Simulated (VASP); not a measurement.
MgO (Periclase), 2 atoms in the cell. The structure is cubic, space group Fm-3m (No. 225). Conventional cell: a = 4.248 Å, b = 4.248 Å, c = 4.248 Å, α = 90.00°, β = 90.00°, γ = 90.00°. Mg (site symmetry m-3m) has 6 O at 2.12 Å within 2.8 Å. Within 2.8 Å of O (site symmetry m-3m) lie 6 Mg at 2.12 Å. 

- Program: VASP 6.6.1
- Task: single point
- Functional: PBE
- Potentials or basis: VASP PAW PBE potentials, release 64 (Mg, O)
- Cutoff: 600 eV
- k mesh: 10 × 10 × 10
- Occupations: gaussian, width 0.01 eV
- Spin: no spin polarisation
- Dipole correction: no
- Further INCAR settings: ALGO = Normal; EDIFF = 1e-06; NBANDS = 11

Potentials or basis: VASP PAW PBE potentials, release 64 (Mg, O).

Launch:

```sh
$ cat potpaw_PBE.64/Mg/POTCAR potpaw_PBE.64/O/POTCAR > POTCAR
$ mpirun -np 1 vasp_std > vasp.out
```

Hardware: 1 thread of Intel Xeon 8259CL (shared host).

Task: Estimate the wall time of this run.

Result: It took 11 s on 1 thread of Intel Xeon 8259CL, with other jobs on the host, peak memory 0.14 GiB. Counts: scf iterations 12, k points 47.
